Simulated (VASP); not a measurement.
Wanted: the native input for a VASP 6.6.1 run.

```
Task                   : single point
Functional             : PBE
Potentials or basis    : VASP PAW PBE potentials, release 64 (Mg, O)
Cutoff                 : 520 eV
k mesh                 : 9 × 9 × 6
Occupations            : gaussian, width 0.05 eV
Spin                   : no spin polarisation
Dipole correction      : no
Further INCAR settings : ALGO = Normal; EDIFF = 1e-06; NBANDS = 16
```

The structure of MgO lies in POSCAR:

```
MgO
1.0
    3.4157000000      0.0000000000      0.0000000000
   -1.7078500000      2.9580829717      0.0000000000
    0.0000000000      0.0000000000      4.2393824570
Mg O
2 2
Direct
    0.6666666667      0.3333333333      0.7500000000
    0.3333333333      0.6666666667      0.2500000000
    0.6666666667      0.3333333333      0.2500000000
    0.3333333333      0.6666666667      0.7500000000
```

These files were run (other wordings do the same):

INCAR

```
PREC = Accurate
ENCUT = 520
EDIFF = 1E-6
ISMEAR = 0
SIGMA = 0.05
LREAL = F
LASPH = T
NELM = 100
ALGO = Normal
ISIF = 2
LWAVE = F
LCHARG = F
GGA = PE
NBANDS = 16
```

KPOINTS

```
regular mesh
0
Gamma
  9 9 6
```

Potentials or basis: VASP PAW PBE potentials, release 64 (Mg, O).

Command:

```bash
$ cat potpaw_PBE.64/Mg/POTCAR potpaw_PBE.64/O/POTCAR > POTCAR
$ mpirun -np 1 vasp_std > vasp.out
```

Results of the run:

| Quantity | Value |
| --- | --- |
| Pressure | 8.1 GPa |
| Band gap on the k mesh | 3.54 eV, direct |

It took 23 s on 1 thread of Intel(R) Xeon(R) Platinum 8259CL CPU @ 2.50GHz (Skylake/Cascade Lake), on a shared host, peak memory 0.18 GiB.
